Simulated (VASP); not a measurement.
# Ga (Im-3m) in VASP: further runs

Runs on Ga. Level: LDA. Tasks: single point.

Everything below comes from runs of VASP 6.6.1. Logs are shortened: lines on timing, memory, paths and dates and some standing lists are left out, and cuts for length are marked.

### 1 The cell of the first run

The structure is cubic, space group Im-3m (No. 229). The conventional cell has a = 3.264 Å, b = 3.264 Å, c = 3.264 Å, α = 90.00°, β = 90.00°, γ = 90.00°. Within 3.7 Å of Ga (site symmetry m-3m) lie 14 Ga at 2.83 to 3.26 Å.

This isn't the form of Ga at room conditions, which is orthorhombic.

### 2 Single point, LDA

INCAR reads:

```
  PREC = Accurate
  ENCUT = 520
  EDIFF = 1E-6
  ISMEAR = -1
  SIGMA = 0.1
  LREAL = F
  LASPH = T
  NELM = 60
  ALGO = Normal
  ISIF = 2
  LWAVE = F
  LCHARG = F
  NBANDS = 12
```

KPOINTS reads:

```
regular mesh
0
Gamma
  13 13 13
```

POSCAR reads:

```
Ga
1.0
   -1.6318100944      1.6318100944      1.6318100944
    1.6318100944     -1.6318100944      1.6318100944
    1.6318100944      1.6318100944     -1.6318100944
Ga
1
Direct
    0.0000000000      0.0000000000      0.0000000000
```

Potentials or basis: VASP PAW LDA potentials, release 64 (Ga_d).

The run is started by

```
> cat potpaw_LDA.64/Ga_d/POTCAR > POTCAR
> mpirun -np 1 vasp_std > vasp.out
```

OUTCAR:

```text
PREC = Accurate
   ENCUT = 520
   EDIFF = 1E-6
   ISMEAR = -1
   LREAL = F
   LASPH = T
   NELM = 60
   ISIF = 2

 ion  position               nearest neighbor table
   1  0.000  0.000  0.000-

  LATTYP: Found a body centered cubic cell.
 ALAT       =     3.2636201888

  Lattice vectors:

 A1 = (  -1.6318100944,   1.6318100944,   1.6318100944)
 A2 = (   1.6318100944,  -1.6318100944,   1.6318100944)
 A3 = (   1.6318100944,   1.6318100944,  -1.6318100944)

Analysis of symmetry for initial positions (statically):
=====================================================================
 Subroutine PRICEL returns:
 Original cell was already a primitive cell.

 Routine SETGRP: Setting up the symmetry group for a
 body centered cubic supercell.

 Subroutine GETGRP returns: Found 48 space group operations
 (whereof 48 operations were pure point group operations)
 out of a pool of 48 trial point group operations.

The static configuration has the point symmetry O_h .

Analysis of symmetry for dynamics (positions and initial velocities):
=====================================================================
 Subroutine PRICEL returns:
 Original cell was already a primitive cell.

 Routine SETGRP: Setting up the symmetry group for a
 body centered cubic supercell.

 Subroutine GETGRP returns: Found 48 space group operations
 (whereof 48 operations were pure point group operations)
 out of a pool of 48 trial point group operations.

The dynamic configuration has the point symmetry O_h .

 Subroutine INISYM returns: Found 48 space group operations
 (whereof 48 operations are pure point group operations),
 and found     1 'primitive' translations

----------------------------------------------------------------------------------------

                                     Primitive cell

  volume of cell :      17.3808

  direct lattice vectors                    reciprocal lattice vectors
    -1.631810094  1.631810094  1.631810094     0.000000000  0.306408204  0.306408204
     1.631810094 -1.631810094  1.631810094     0.306408204  0.000000000  0.306408204
     1.631810094  1.631810094 -1.631810094     0.306408204  0.306408204  0.000000000

  length of vectors
     2.826377992  2.826377992  2.826377992     0.433326637  0.433326637  0.433326637

  position of ions in fractional coordinates (direct lattice)
     0.000000000  0.000000000  0.000000000

  ion indices of the primitive-cell ions
   primitive index   ion index
                 1           1

----------------------------------------------------------------------------------------

 KPOINTS: regular mesh

Automatic generation of k-mesh.
 Grid dimensions read from file:
 generate k-points for:   13   13   13

 Generating k-lattice:

  Cartesian coordinates                     Fractional coordinates (reciprocal lattice)
     0.000000000  0.023569862  0.023569862     0.076923077  0.000000000  0.000000000
     0.023569862  0.000000000  0.023569862     0.000000000  0.076923077  0.000000000
     0.023569862  0.023569862  0.000000000     0.000000000  0.000000000  0.076923077

  Length of vectors
     0.033332818  0.033332818  0.033332818

  Shift w.r.t. Gamma in fractional coordinates (k-lattice)
     0.000000000  0.000000000  0.000000000

 Subroutine IBZKPT returns following result:
 ===========================================

 Found     84 irreducible k-points:

 Following reciprocal coordinates:
            Coordinates               Weight
  0.000000  0.000000  0.000000      1.000000
  0.076923  0.000000  0.000000     12.000000
  0.153846  0.000000  0.000000     12.000000
  0.230769  0.000000  0.000000     12.000000
  0.307692  0.000000  0.000000     12.000000
  0.384615  0.000000  0.000000     12.000000
[... 16 lines left out ...]
  0.153846  0.076923  0.076923     24.000000
  0.230769  0.076923  0.076923     24.000000
 [... further k-points ...]
   k-points           NKPTS =     84   k-points in BZ     NKDIM =     84   number of bands    NBANDS=     12
   number of dos      NEDOS =    301   number of ions     NIONS =      1
   total plane-waves  NPLWV =  13824
   dimension x,y,z NGX =    24 NGY =   24 NGZ =   24
   dimension x,y,z NGXF=    48 NGYF=   48 NGZF=   48
   ions per type =               1
   NGX,Y,Z   is equivalent  to a cutoff of  14.12, 14.12, 14.12 a.u.
   NGXF,Y,Z  is equivalent  to a cutoff of  28.23, 28.23, 28.23 a.u.
 SYSTEM =  unknown system
   PREC   = accura    normal or accurate (medium, high low for compatibility)
   ISTART =      0    job   : 0-new  1-cont  2-samecut
   ICHARG =      2    charge: 1-file 2-atom 10-const
   ISPIN  =      1    spin polarized calculation?
   LNONCOLLINEAR =      F non collinear calculations
   LSORBIT =      F    spin-orbit coupling
   LASPH  =      T    aspherical Exc in radial PAW
   ENCUT  =  520.0 eV  38.22 Ry    6.18 a.u.   5.26  5.26  5.26*2*pi/ulx,y,z
   NELM   =     60;   NELMIN=  2; NELMDL= -5     # of ELM steps
   EDIFF  = 0.1E-05   stopping-criterion for ELM
   LREAL  =      F    real-space projection
   EDIFFG = 0.1E-04   stopping-criterion for IOM
   NSW    =      0    number of steps for IOM
   IBRION =     -1    ionic relax: 0-MD 1-quasi-New 2-CG
   NFREE  =      0    steps in history (QN), initial steepest desc. (CG)
   ISIF   =      2    stress and relaxation
   ISYM   =      2    0-nonsym 1-usesym 2-fastsym
   POTIM  = 0.5000    time-step for ionic-motion
   TEBEG  =    0.0;   TEEND  =   0.0 temperature during run
   PSTRESS=    0.0 pullay stress
   NELECT =      13.0000    total number of electrons
   NUPDOWN=      -1.0000    fix difference up-down
   EMIN   =  10.00;   EMAX   =-10.00  energy-range for DOS
   EFERMI =   0.00;   METHOD = LEGACY
   ISMEAR =    -1;   SIGMA  =   0.10  broadening in eV -4-tet -1-fermi 0-gaus
   EFERMI_NEDOS =   21; number of points for ismear=-14 and -15
   IALGO  =     38    algorithm
   IMIX   =      4    mixing-type and parameters
     AMIX     =   0.40;   BMIX     =  1.00
     AMIX_MAG =   1.60;   BMIX_MAG =  1.00
  volume/ion in A,a.u.               =      17.38       117.29
  Fermi-wavevector in a.u.,A,eV,Ry     =   1.486049  2.808225 30.046294  2.208340
  Thomas-Fermi vector in A             =   2.599384
   LORBIT       =      0    0 simple, 1 ext, 2 COOP (PROOUT), +10 PAW based schemes
   GGA     = CA    functional components
   LHFCALC =     F    Hartree Fock is set to
   AEXX    =    0.0000 exact exchange contribution
   IVDW    =     0    specifies the selected vdW correction
   LEPSILON=     F    determine dielectric tensor
   LRPA    =     F    only Hartree local field effects (RPA)
 non-spin polarized calculation
  energy-cutoff  :      520.00
  volume of cell :       17.38
 maximum number of plane-waves:       478
 NGX is ok and might be reduce to    24
   NGX = 11   NGY = 11   NGZ = 11

 number of electron      13.0000004 magnetization

 Free energy of the ion-electron system (eV)
  ---------------------------------------------------
  ext. energy  EPLUGINS =         0.00000000
  ---------------------------------------------------
  free energy    TOTEN  =        -3.54684551 eV

  energy without entropy =       -3.53506617  energy(sigma->0) =       -3.54095584

 E-fermi :   6.1149     XC(G=0): -11.7544

 val. band max:        5.9931020495   @ k =  -0.4615  -0.4615   0.3846
 cond. band min:       6.1545034148   @ k =  -0.3846   0.3846   0.1538
 fundamental gap:      0.1614013653
 Fermi energy:         6.1149005996

 k-point     1 :       0.0000    0.0000    0.0000
  band No.  band energies     occupation
      1      -9.0021      2.00000
      2      -9.0021      2.00000
      3      -9.0021      2.00000
      4      -8.7735      2.00000
      5      -8.7735      2.00000
      6      -5.5921      2.00000
      7      19.5051      0.00000
      8      19.5051      0.00000
      9      19.5051      0.00000
     10      24.1540      0.00000
     11      24.1540      0.00000
     12      24.1541      0.00000

 k-point     2 :       0.0769    0.0000    0.0000
  band No.  band energies     occupation
      1      -9.0081      2.00000
      2      -8.9982      2.00000
      3      -8.9817      2.00000
      4      -8.7795      2.00000
      5      -8.7734      2.00000
      6      -5.4214      2.00000
      7      17.9425      0.00000
      8      18.6794      0.00000
      9      19.1980      0.00000
     10      22.3262      0.00000
     11      22.4991      0.00000
     12      23.8348      0.00000

 k-point     3 :       0.1538    0.0000    0.0000
  band No.  band energies     occupation
      1      -9.0249      2.00000
      2      -8.9929      2.00000
      3      -8.9247      2.00000
      4      -8.7940      2.00000
      5      -8.7733      2.00000
      6      -4.9049      2.00000
      7      14.7990      0.00000
      8      17.2088      0.00000
      9      18.3876      0.00000
     10      21.0199      0.00000
     11      21.0292      0.00000
     12      23.7346      0.00000

 k-point     4 :       0.2308    0.0000    0.0000
  band No.  band energies     occupation
      1      -9.0485      2.00000
      2      -9.0009      2.00000
      3      -8.8430      2.00000
      4      -8.8050      2.00000
      5      -8.7728      2.00000
      6      -4.0359      2.00000
      7      11.4943      0.00000
      8      15.8249      0.00000
      9      17.4141      0.00000
     10      19.8502      0.00000
     11      20.0741      0.00000
     12      24.3375      0.00000

 k-point     5 :       0.3077    0.0000    0.0000
  band No.  band energies     occupation
      1      -9.0735      2.00000
      2      -9.0286      2.00000
      3      -8.8030      2.00000
      4      -8.7721      2.00000
      5      -8.7544      2.00000
      6      -2.8126      2.00000
      7       8.3681      0.00000
      8      14.7127      0.00000
      9      16.5568      0.00000
     10      18.9827      0.00000
     11      19.3710      0.00000
     12      25.4285      0.00000
[... 228 lines left out ...]
      1      -9.0769      2.00000
      2      -8.9255      2.00000
      3      -8.8659      2.00000
      4      -8.7698      2.00000
      5      -8.7357      2.00000
      6       2.5904      2.00000
      7       4.6979      2.00000
      8       5.5057      1.99549
      9      13.6560      0.00000
     10      22.8209      0.00000
     11      23.4209      0.00000
     12      25.2527      0.00000

 k-point    22 :       0.0769    0.0769    0.0769
  band No.  band energies     occupation
      1      -9.0183      2.00000
      2      -9.0183      2.00000
      3      -8.8876      2.00000
      4      -8.7846      2.00000
      5      -8.7846      2.00000
      6      -4.5572      2.00000
      7      14.1930      0.00000
      8      15.7638      0.00000
      9      15.7638      0.00000
     10      22.5785      0.00000
     11      22.5785      0.00000
     12      25.4548      0.00000

 k-point    23 :       0.1538    0.0769    0.0769
  band No.  band energies     occupation
      1      -9.0422      2.00000
      2      -9.0159      2.00000
      3      -8.8283      2.00000
      4      -8.7945      2.00000
      5      -8.7788      2.00000
      6      -3.6844      2.00000
      7      11.6007      0.00000
      8      13.7053      0.00000
      9      14.5859      0.00000
     10      22.6668      0.00000
     11      22.7800      0.00000
     12      25.1524      0.00000

 k-point    24 :       0.2308    0.0769    0.0769
  band No.  band energies     occupation
      1      -9.0657      2.00000
      2      -9.0231      2.00000
      3      -8.7999      2.00000
      4      -8.7743      2.00000
      5      -8.7634      2.00000
      6      -2.4601      2.00000
      7       8.6312      0.00000
      8      12.4980      0.00000
      9      13.6604      0.00000
     10      22.1786      0.00000
     11      22.3590      0.00000
     12      25.9082      0.00000

 [... further k-points ...]

------------------------ aborting loop because EDIFF is reached ----------------------------------------

  FORCE on cell =-STRESS in cart. coord.  units (eV):
  Direction    XX          YY          ZZ          XY          YZ          ZX
  --------------------------------------------------------------------------------------
  -------------------------------------------------------------------------------------
  Total        0.0149557      0.0149557      0.0149557      0.0000000      0.0000000     -0.0000000
  in kB        1.3786292      1.3786292      1.3786292      0.0000000      0.0000000     -0.0000000
  external PRESSURE =       1.3786292 kB  Pullay stress =       0.0000000 kB

 VOLUME and BASIS-vectors are now :
 -----------------------------------------------------------------------------
  energy-cutoff  :      520.00
  volume of cell :       17.38
      direct lattice vectors                 reciprocal lattice vectors
    -1.631810094  1.631810094  1.631810094     0.000000000  0.306408204  0.306408204
     1.631810094 -1.631810094  1.631810094     0.306408204  0.000000000  0.306408204
     1.631810094  1.631810094 -1.631810094     0.306408204  0.306408204  0.000000000

 POSITION                                       TOTAL-FORCE (eV/Angst)
 -----------------------------------------------------------------------------------
      0.00000      0.00000      0.00000         0.000000     -0.000000      0.000000
 -----------------------------------------------------------------------------------
    total drift:                               -0.000000      0.000000      0.000000

  FREE ENERGIE OF THE ION-ELECTRON SYSTEM (eV)
  ---------------------------------------------------
  free  energy   TOTEN  =        -3.5468455085 eV

  energy  without entropy=       -3.5350661750  energy(sigma->0) =       -3.54095584
```

Wall time 17 s (1 thread of Intel Xeon 8259CL, shared host); peak memory 0.13 GiB.

Results:

```yaml
Free_energy: -3.5468 eV
Pressure: 0.1 GPa
Band_gap_on_the_k_mesh: zero (an odd number of electrons rules out a gap without spin polarisation)
```

### 3 Single point, LDA (15.30 Å³/atom)

This run uses another cell than the first one, of 15.30 Å³/atom.

INCAR reads:

```
SYSTEM = Ga
ALGO     = Normal         ! electronic algorithm
EDIFF    = 1E-7           ! SCF threshold, eV
ENCUT    = 520            ! plane-wave cutoff, eV
ISIF     = 2              ! what is computed and relaxed
ISMEAR   = -1             ! smearing method
LASPH    = .TRUE.         ! aspherical terms in the spheres
LCHARG   = .FALSE.        ! write CHGCAR
LREAL    = .FALSE.        ! projectors in reciprocal space
LWAVE    = .FALSE.        ! write WAVECAR
NBANDS   = 12             ! bands
NELM     = 80             ! most SCF steps
PREC     = Accurate       ! precision mode
SIGMA    = 0.1            ! smearing width, eV
```

KPOINTS reads:

```
k-points
0
G
  15 15 15
  0 0 0
```

POSCAR reads:

```
Ga
1.0
   -1.5637374579      1.5637374579      1.5637374579
    1.5637374579     -1.5637374579      1.5637374579
    1.5637374579      1.5637374579     -1.5637374579
Ga
1
Direct
    0.0000000000      0.0000000000      0.0000000000
```

Potentials or basis: VASP PAW LDA potentials, release 64 (Ga_d).

The run is started by

```
> cat potpaw_LDA.64/Ga_d/POTCAR > POTCAR
> mpirun -np 1 vasp_std > vasp.out
```

Wall time 23 s (1 thread of Intel Xeon 8259CL, shared host); peak memory 0.13 GiB.

Results (log left out):

| Property | Result |
| --- | --- |
| Free energy | -3.4799 eV |
| Pressure | 11.3 GPa |
| Band gap on the k mesh | zero (an odd number of electrons rules out a gap without spin polarisation) |

Levels at points of the mesh, in eV from the Fermi level:
```tsv
k point	band 3	band 4	band 5	band 6	band 7	band 8	band 9	band 10
(0.00, 0.00, 0.00)	-15.32	-15.01	-15.01	-12.83	15.14	15.14	15.14	19.21
```

Caveat: the cell stands under pressure.
